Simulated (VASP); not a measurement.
# PdAu3 (Pm-3m) in VASP: notebook

The runs below take PdAu3 through single point, with LDA.

Program: VASP 6.6.1. These are calculated values, not measurements. Logs are shortened: lines on timing, memory, paths and dates and some standing lists are left out, and cuts for length are marked.

### Step 1. The cell of the first run

Symmetry: Pm-3m, No. 221, cubic system. Conventional cell: a = 4.071 Å, b = 4.071 Å, c = 4.071 Å, α = 90.00°, β = 90.00°, γ = 90.00°. Within 3.8 Å of Pd (site symmetry m-3m) lie 12 Au at 2.88 Å. Within 3.8 Å of Au (site symmetry 4/mmm) lie 4 Pd at 2.88 Å and 8 Au at 2.88 Å.

### Step 2. Single point, LDA

INCAR

```
PREC = Accurate ; ENCUT = 500
EDIFF = 1E-6 ; ISMEAR = -1
SIGMA = 0.1 ; LREAL = F
LASPH = T ; NELM = 120
ALGO = Normal ; ISIF = 2
LWAVE = F ; LCHARG = T
GGA = CA ; LELF = T
LVHAR = T ; NBANDS = 30
GGA_COMPAT = F
```

KPOINTS

```
regular mesh
0
Gamma
  6 6 6
```

POSCAR

```
PdAu3
1.0
    4.0710830000      0.0000000000      0.0000000000
    0.0000000000      4.0710830000      0.0000000000
    0.0000000000      0.0000000000      4.0710830000
Pd Au
1 3
Direct
    0.0000000000      0.0000000000      0.0000000000
    0.0000000000      0.5000000000      0.5000000000
    0.5000000000      0.0000000000      0.5000000000
    0.5000000000      0.5000000000      0.0000000000
```

Potentials or basis: VASP PAW LDA potentials, release 64 (Pd, Au).

Command:

```
cat potpaw_LDA.64/Pd/POTCAR potpaw_LDA.64/Au/POTCAR > POTCAR
mpirun -np 1 vasp_std > vasp.out
```

OUTCAR:

```text
PREC = Accurate
   ENCUT = 500
   EDIFF = 1E-6
   ISMEAR = -1
   LREAL = F
   LASPH = T
   NELM = 120
   ISIF = 2
   GGA = CA

 ion  position               nearest neighbor table
   1  0.000  0.000  0.000-   2 2.88   3 2.88   4 2.88   2 2.88   3 2.88   2 2.88   4 2.88   2 2.88
                             3 2.88   4 2.88   3 2.88   4 2.88
   2  0.000  0.500  0.500-   1 2.88   3 2.88   4 2.88   1 2.88   4 2.88   1 2.88   3 2.88   1 2.88
                             3 2.88   4 2.88   4 2.88   3 2.88
   3  0.500  0.000  0.500-   1 2.88   2 2.88   4 2.88   1 2.88   4 2.88   2 2.88   4 2.88   4 2.88
                             1 2.88   2 2.88   1 2.88   2 2.88
   4  0.500  0.500  0.000-   1 2.88   2 2.88   3 2.88   2 2.88   3 2.88   1 2.88   3 2.88   3 2.88
                             1 2.88   2 2.88   2 2.88   1 2.88

  LATTYP: Found a simple cubic cell.
 ALAT       =     4.0710830000

  Lattice vectors:

 A1 = (   4.0710830000,   0.0000000000,   0.0000000000)
 A2 = (   0.0000000000,   4.0710830000,   0.0000000000)
 A3 = (   0.0000000000,   0.0000000000,   4.0710830000)

Analysis of symmetry for initial positions (statically):
=====================================================================
 Subroutine PRICEL returns:
 Original cell was already a primitive cell.

 Routine SETGRP: Setting up the symmetry group for a
 simple cubic supercell.

 Subroutine GETGRP returns: Found 48 space group operations
 (whereof 48 operations were pure point group operations)
 out of a pool of 48 trial point group operations.

The static configuration has the point symmetry O_h .

Analysis of symmetry for dynamics (positions and initial velocities):
=====================================================================
 Subroutine PRICEL returns:
 Original cell was already a primitive cell.

 Routine SETGRP: Setting up the symmetry group for a
 simple cubic supercell.

 Subroutine GETGRP returns: Found 48 space group operations
 (whereof 48 operations were pure point group operations)
 out of a pool of 48 trial point group operations.

The dynamic configuration has the point symmetry O_h .

 Subroutine INISYM returns: Found 48 space group operations
 (whereof 48 operations are pure point group operations),
 and found     1 'primitive' translations

----------------------------------------------------------------------------------------

                                     Primitive cell

  volume of cell :      67.4730

  direct lattice vectors                    reciprocal lattice vectors
     4.071083000  0.000000000  0.000000000     0.245634884  0.000000000  0.000000000
     0.000000000  4.071083000  0.000000000     0.000000000  0.245634884  0.000000000
     0.000000000  0.000000000  4.071083000     0.000000000  0.000000000  0.245634884

  length of vectors
     4.071083000  4.071083000  4.071083000     0.245634884  0.245634884  0.245634884

  position of ions in fractional coordinates (direct lattice)
     0.000000000  0.000000000  0.000000000
     0.000000000  0.500000000  0.500000000
     0.500000000  0.000000000  0.500000000
     0.500000000  0.500000000  0.000000000

  ion indices of the primitive-cell ions
   primitive index   ion index
                 1           1
                 2           2
                 3           3
                 4           4

----------------------------------------------------------------------------------------

 KPOINTS: regular mesh

Automatic generation of k-mesh.
 Grid dimensions read from file:
 generate k-points for:    6    6    6

 Generating k-lattice:

  Cartesian coordinates                     Fractional coordinates (reciprocal lattice)
     0.040939147  0.000000000  0.000000000     0.166666667  0.000000000  0.000000000
     0.000000000  0.040939147  0.000000000     0.000000000  0.166666667  0.000000000
     0.000000000  0.000000000  0.040939147     0.000000000  0.000000000  0.166666667

  Length of vectors
     0.040939147  0.040939147  0.040939147

  Shift w.r.t. Gamma in fractional coordinates (k-lattice)
     0.000000000  0.000000000  0.000000000

 Subroutine IBZKPT returns following result:
 ===========================================

 Found     20 irreducible k-points:

 Following reciprocal coordinates:
            Coordinates               Weight
  0.000000  0.000000  0.000000      1.000000
  0.166667  0.000000  0.000000      6.000000
  0.333333  0.000000  0.000000      6.000000
  0.500000  0.000000  0.000000      3.000000
  0.166667  0.166667  0.000000     12.000000
  0.333333  0.166667  0.000000     24.000000
[... 12 lines left out ...]
  0.500000  0.500000  0.333333      6.000000
  0.500000  0.500000  0.500000      1.000000
   k-points           NKPTS =     20   k-points in BZ     NKDIM =     20   number of bands    NBANDS=     30
   number of dos      NEDOS =    301   number of ions     NIONS =      4
   total plane-waves  NPLWV =  27000
   dimension x,y,z NGX =    30 NGY =   30 NGZ =   30
   dimension x,y,z NGXF=    60 NGYF=   60 NGZF=   60
   ions per type =               1   3
   NGX,Y,Z   is equivalent  to a cutoff of  12.25, 12.25, 12.25 a.u.
   NGXF,Y,Z  is equivalent  to a cutoff of  24.50, 24.50, 24.50 a.u.
 SYSTEM =  unknown system
   PREC   = accura    normal or accurate (medium, high low for compatibility)
   ISTART =      0    job   : 0-new  1-cont  2-samecut
   ICHARG =      2    charge: 1-file 2-atom 10-const
   ISPIN  =      1    spin polarized calculation?
   LNONCOLLINEAR =      F non collinear calculations
   LSORBIT =      F    spin-orbit coupling
   LASPH  =      T    aspherical Exc in radial PAW
   ENCUT  =  500.0 eV  36.75 Ry    6.06 a.u.   7.42  7.42  7.42*2*pi/ulx,y,z
   NELM   =    120;   NELMIN=  2; NELMDL= -5     # of ELM steps
   EDIFF  = 0.1E-05   stopping-criterion for ELM
   LREAL  =      F    real-space projection
   EDIFFG = 0.1E-04   stopping-criterion for IOM
   NSW    =      0    number of steps for IOM
   IBRION =     -1    ionic relax: 0-MD 1-quasi-New 2-CG
   NFREE  =      0    steps in history (QN), initial steepest desc. (CG)
   ISIF   =      2    stress and relaxation
   ISYM   =      2    0-nonsym 1-usesym 2-fastsym
   POTIM  = 0.5000    time-step for ionic-motion
   TEBEG  =    0.0;   TEEND  =   0.0 temperature during run
   PSTRESS=    0.0 pullay stress
   NELECT =      43.0000    total number of electrons
   NUPDOWN=      -1.0000    fix difference up-down
   EMIN   =  10.00;   EMAX   =-10.00  energy-range for DOS
   EFERMI =   0.00;   METHOD = LEGACY
   ISMEAR =    -1;   SIGMA  =   0.10  broadening in eV -4-tet -1-fermi 0-gaus
   EFERMI_NEDOS =   21; number of points for ismear=-14 and -15
   IALGO  =     38    algorithm
   IMIX   =      4    mixing-type and parameters
     AMIX     =   0.40;   BMIX     =  1.00
     AMIX_MAG =   1.60;   BMIX_MAG =  1.00
  volume/ion in A,a.u.               =      16.87       113.83
  Fermi-wavevector in a.u.,A,eV,Ry     =   1.408816  2.662277 27.004344  1.984763
  Thomas-Fermi vector in A             =   2.530935
   LORBIT       =      0    0 simple, 1 ext, 2 COOP (PROOUT), +10 PAW based schemes
   GGA     = CA    functional components
   LHFCALC =     F    Hartree Fock is set to
   AEXX    =    0.0000 exact exchange contribution
   IVDW    =     0    specifies the selected vdW correction
   LEPSILON=     F    determine dielectric tensor
   LRPA    =     F    only Hartree local field effects (RPA)
 non-spin polarized calculation
  energy-cutoff  :      500.00
  volume of cell :       67.47
 maximum number of plane-waves:      1743
 NGX is ok and might be reduce to    30
   NGX = 15   NGY = 15   NGZ = 15

 number of electron      42.9999990 magnetization

 Free energy of the ion-electron system (eV)
  ---------------------------------------------------
  ext. energy  EPLUGINS =         0.00000000
  ---------------------------------------------------
  free energy    TOTEN  =       -20.05351266 eV

  energy without entropy =      -20.01121280  energy(sigma->0) =      -20.03236273

 E-fermi :   8.6659     XC(G=0): -12.9570

 val. band max:        8.6301732180   @ k =   0.3333   0.1667   0.1667
 cond. band min:       8.8110296805   @ k =   0.5000   0.5000   0.3333
 fundamental gap:      0.1808564625
 Fermi energy:         8.6658710293

 k-point     1 :       0.0000    0.0000    0.0000
  band No.  band energies     occupation
      1      -0.2774      2.00000
      2       2.1522      2.00000
      3       2.5433      2.00000
      4       2.5433      2.00000
      5       2.6286      2.00000
      6       2.6286      2.00000
[... 22 lines left out ...]
     29      19.3938      0.00000
     30      19.3938      0.00000

 k-point     2 :       0.1667    0.0000    0.0000
  band No.  band energies     occupation
      1       0.0366      2.00000
      2       2.3298      2.00000
      3       2.6511      2.00000
      4       2.7315      2.00000
      5       2.7720      2.00000
      6       2.8031      2.00000
[... 22 lines left out ...]
     29      18.9857      0.00000
     30      19.0986      0.00000

 k-point     3 :       0.3333    0.0000    0.0000
  band No.  band energies     occupation
      1       0.8985      2.00000
      2       2.6950      2.00000
      3       2.8971      2.00000
      4       2.9992      2.00000
      5       3.3164      2.00000
      6       3.3164      2.00000
[... 22 lines left out ...]
     29      18.7200      0.00000
     30      19.0193      0.00000

 k-point     4 :       0.5000    0.0000    0.0000
  band No.  band energies     occupation
      1       1.6857      2.00000
      2       2.6441      2.00000
      3       3.1270      2.00000
      4       3.2058      2.00000
      5       3.8017      2.00000
      6       3.9768      2.00000
[... 484 lines left out ...]
     29      23.4100      0.00000
     30      23.5815      0.00000

 k-point    19 :       0.5000    0.5000    0.3333
  band No.  band energies     occupation
      1       2.2286      2.00000
      2       2.2286      2.00000
      3       2.2573      2.00000
      4       2.6108      2.00000
      5       4.3093      2.00000
      6       4.3093      2.00000
[... 22 lines left out ...]
     29      23.5196      0.00000
     30      23.7060      0.00000

 k-point    20 :       0.5000    0.5000    0.5000
  band No.  band energies     occupation
      1       2.0642      2.00000
      2       2.0642      2.00000
      3       2.0642      2.00000
      4       2.4346      2.00000
      5       4.3392      2.00000
      6       4.3392      2.00000
[... 22 lines left out ...]
     29      23.3116      0.00000
     30      23.5103      0.00000

------------------------ aborting loop because EDIFF is reached ----------------------------------------

  FORCE on cell =-STRESS in cart. coord.  units (eV):
  Direction    XX          YY          ZZ          XY          YZ          ZX
  --------------------------------------------------------------------------------------
  -------------------------------------------------------------------------------------
  Total       -4.0891910     -4.0891910     -4.0891910     -0.0000000     -0.0000000      0.0000000
  in kB      -97.0997484    -97.0997484    -97.0997484     -0.0000000     -0.0000000      0.0000000
  external PRESSURE =     -97.0997484 kB  Pullay stress =       0.0000000 kB

 VOLUME and BASIS-vectors are now :
 -----------------------------------------------------------------------------
  energy-cutoff  :      500.00
  volume of cell :       67.47
      direct lattice vectors                 reciprocal lattice vectors
     4.071083000  0.000000000  0.000000000     0.245634884  0.000000000  0.000000000
     0.000000000  4.071083000  0.000000000     0.000000000  0.245634884  0.000000000
     0.000000000  0.000000000  4.071083000     0.000000000  0.000000000  0.245634884

 POSITION                                       TOTAL-FORCE (eV/Angst)
 -----------------------------------------------------------------------------------
      0.00000      0.00000      0.00000         0.000000      0.000000      0.000000
      0.00000      2.03554      2.03554         0.000000      0.000000      0.000000
      2.03554      0.00000      2.03554         0.000000      0.000000      0.000000
      2.03554      2.03554      0.00000         0.000000      0.000000      0.000000
 -----------------------------------------------------------------------------------
    total drift:                                0.000000      0.000000     -0.000000

  FREE ENERGIE OF THE ION-ELECTRON SYSTEM (eV)
  ---------------------------------------------------
  free  energy   TOTEN  =       -20.0535126623 eV

  energy  without entropy=      -20.0112128046  energy(sigma->0) =      -20.03236273
```

It took 20 s on 1 thread of AMD EPYC 7R13 (Zen 3), shared host; peak memory 0.14 GiB.

What came out:

```yaml
Free_energy: -20.0535 eV
Pressure: -9.7 GPa
Band_gap_on_the_k_mesh: zero (an odd number of electrons rules out a gap without spin polarisation)
```

Levels at points of the mesh, in eV from the Fermi level:
```
           k point  band 19  band 20  band 21  band 22  band 23  band 24
(0.00, 0.00, 0.00)    -0.26    -0.26    -0.26     1.79     1.79     1.79
(0.50, 0.00, 0.00)    -1.38    -1.22    -1.14    -0.27     5.30     6.76
(0.50, 0.50, 0.00)    -1.59    -1.57     0.26     0.26     0.83     1.32
(0.50, 0.50, 0.50)    -0.61    -0.61    -0.60    -0.07    -0.07    -0.07
```

Caveat: the cell stands under tension; spin-orbit coupling is left out, which moves the levels of the heavy elements.

### Step 3. Single point, LDA

INCAR

```
SYSTEM = PdAu3
PREC = Accurate
ENCUT = 500
EDIFF = 1E-6
ISMEAR = -1
SIGMA = 0.1
LREAL = .False.
LASPH = .True.
NELM = 120
ALGO = Normal
ISIF = 2
LWAVE = .False.
LCHARG = .True.
GGA = CA
LELF = .True.
LVHAR = .True.
NBANDS = 30
GGA_COMPAT = .False.
```

KPOINTS

```
regular mesh
0
Gamma
  6 6 6
  0 0 0
```

POSCAR is that of step 2.

Potentials or basis: VASP PAW LDA potentials, release 64 (Pd, Au).

Command:

```
cat potpaw_LDA.64/Pd/POTCAR potpaw_LDA.64/Au/POTCAR > POTCAR
mpirun -np 1 vasp_std > vasp.out
```

It took 22 s on 1 thread of AMD EPYC 7R13 (Zen 3), shared host; peak memory 0.14 GiB.

It converged, with:

| Quantity | Value |
| --- | --- |
| Free energy | -20.0535 eV |
| Pressure | -9.7 GPa |
| Band gap on the k mesh | zero (an odd number of electrons rules out a gap without spin polarisation) |

Levels at points of the mesh, in eV from the Fermi level:
| k point | band 18 | band 19 | band 20 | band 21 | band 22 | band 23 | band 24 | band 25 |
| --- | --- | --- | --- | --- | --- | --- | --- | --- |
| (0.00, 0.00, 0.00) | -0.70 | -0.26 | -0.26 | -0.26 | 1.79 | 1.79 | 1.79 | 6.32 |
| (0.50, 0.00, 0.00) | -1.83 | -1.38 | -1.22 | -1.14 | -0.27 | 5.30 | 6.76 | 6.76 |
| (0.50, 0.50, 0.00) | -1.59 | -1.59 | -1.57 | 0.26 | 0.26 | 0.83 | 1.32 | 8.99 |
| (0.50, 0.50, 0.50) | -0.77 | -0.61 | -0.61 | -0.60 | -0.07 | -0.07 | -0.07 | 3.66 |

Caveat: the cell stands under tension; spin-orbit coupling is left out, which moves the levels of the heavy elements.

### Step 4. Single point, LDA

INCAR

```
  PREC = Accurate
  ENCUT = 500
  EDIFF = 1E-6
  ISMEAR = -1
  SIGMA = 0.1
  LREAL = False
  LASPH = True
  NELM = 120
  ALGO = Normal
  ISIF = 2
  LWAVE = False
  LCHARG = False
  NBANDS = 30
  GGA_COMPAT = False
```

KPOINTS

```
regular mesh
0
Gamma
  6 6 6
```

POSCAR is that of step 3.

Command:

```
cat potpaw_LDA.64/Pd/POTCAR potpaw_LDA.64/Au/POTCAR > POTCAR
mpirun -np 1 vasp_std > vasp.out
```

Wall time 22 s (1 thread of AMD EPYC 7R13 (Zen 3), shared host); peak memory 0.14 GiB.

The run converged. Its results:

```
Free energy            : -20.0535 eV
Pressure               : -9.7 GPa
Band gap on the k mesh : zero (an odd number of electrons rules out a gap without spin polarisation)
```

Levels at points of the mesh, in eV from the Fermi level:
```csv
k point,band 18,band 19,band 20,band 21,band 22,band 23,band 24,band 25
"(0.00, 0.00, 0.00)",-0.70,-0.26,-0.26,-0.26,1.79,1.79,1.79,6.32
"(0.50, 0.00, 0.00)",-1.83,-1.38,-1.22,-1.14,-0.27,5.30,6.76,6.76
"(0.50, 0.50, 0.00)",-1.59,-1.59,-1.57,0.26,0.26,0.83,1.32,8.99
"(0.50, 0.50, 0.50)",-0.77,-0.61,-0.61,-0.60,-0.07,-0.07,-0.07,3.66
```

Caveat: the cell stands under tension; spin-orbit coupling is left out, which moves the levels of the heavy elements.
